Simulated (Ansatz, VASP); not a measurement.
**Two plane-wave programs on Cu**

```xyz
1
Lattice="0.0000 1.7817 1.7817 1.7817 0.0000 1.7817 1.7817 1.7817 0.0000" Properties=species:S:1:pos:R:3 pbc="T T T"
Cu    0.0000    0.0000    0.0000
```

Alike in both runs: functional PBE; dispersion D3(BJ); k mesh 20 × 20 × 20; occupations gaussian, width 0.1 eV; no spin polarisation.

Ansatz relaxed the structure, and its values are those at the end. VASP's run is a single point on that final structure, the one shown.

|  | VASP | Ansatz |
| --- | --- | --- |
| version | VASP 6.6.1 | Ansatz 0.2.0 |
| potentials or method | VASP PAW PBE potentials, release 64 (Cu), cutoff 520 eV | scalar-relativistic, plane waves, PAW |
| valence electrons in the cell | 11 | 19 |

|  | VASP | Ansatz | Ansatz less VASP |
| --- | --- | --- | --- |
| gap on the k mesh at the Fermi level (eV) | none | none | - |
| pressure (GPa) | 0.9 | 0.0 | -0.93 |

A gap of «none» marks a metal or a gap that the smearing closes. VASP's potentials hold 11 valence electrons a cell and Ansatz's 19, so a difference there can come from the potentials and not from the codes.
